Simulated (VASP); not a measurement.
## Al7C6N7: single point with PBE

Al7C6N7:

```
CELL_PARAMETERS angstrom
5.89840 0.20464 -0.24793
0.20464 6.13947 0.15732
-0.24793 0.15732 6.08190
ATOMIC_POSITIONS crystal
C 0.91256 0.24494 0.15615
C 0.06225 0.53136 0.67868
C 0.48399 0.02458 0.95398
C 0.45786 0.30835 0.61652
C 0.98940 0.01799 0.19733
C 0.93407 0.03883 0.64652
Al 0.31777 0.06109 0.22008
Al 0.41899 0.79724 0.74040
Al 0.67297 0.28940 0.90025
Al 0.77133 0.26751 0.43005
Al 0.62059 0.76043 0.16060
Al 0.18288 0.61199 0.29163
Al 0.25762 0.36580 0.90325
N 0.92473 0.80181 0.19732
N 0.11122 0.93139 0.68277
N 0.43038 0.76991 0.39916
N 0.11112 0.35603 0.15963
N 0.45971 0.23328 0.42546
N 0.90292 0.49424 0.54736
N 0.49731 0.55608 0.95621
```

```json
{"Program": "VASP 6.6.1", "Task": "single point", "Functional": "PBE", "Potentials or basis": "VASP PAW PBE potentials, release 64 (C, Al, N)", "Cutoff": "520 eV", "k mesh": "1 × 1 × 1, shifted", "Occupations": "fermi-dirac, width 0.05 eV", "Spin": "no spin polarisation"}
```

```json
{"Pressure": "5.6 GPa", "Largest force": "3.432 eV/Å"}
```

Forces in eV/Å, atoms in the order of the input:
```
C   -1.581 -1.727 -0.836
C   -1.204 -0.059 -1.160
C    0.112  1.048  0.196
C   -0.089 -0.295  0.164
C    0.244 -3.389 -0.482
C    1.016 -0.777  0.044
Al  -0.237 -0.284  1.093
Al  -0.318  0.049 -0.953
Al  -0.238 -0.373  0.498
Al  -1.331 -1.091  0.293
Al  -0.558 -0.459 -0.698
Al  -0.516  0.477  0.085
Al   1.358 -0.097 -0.412
N    0.926  2.524  0.312
N   -1.641  0.828  0.182
N   -0.220 -0.250  0.624
N    2.448  1.999 -0.976
N    0.676 -0.202  0.331
N    0.936  1.424  1.324
N    0.218  0.653  0.370
```

Stress tensor (GPa, compression positive):
```
12.08  1.42  3.88
 1.42  2.04  1.04
 3.88  1.04  2.64
```

Levels at points of the mesh, in eV from the Fermi level:
```tsv
k point	band 38	band 39	band 40	band 41	band 42	band 43
(0.25, 0.25, 0.25)	-1.38	-0.92	-0.45	0.45	1.02	1.53
```

Wall time 24 s on 1 thread of Intel(R) Xeon(R) 6975P-C (Granite Rapids), on a shared host, peak memory 0.32 GiB.

Caveat: the atoms stand as in a frame of molecular dynamics.
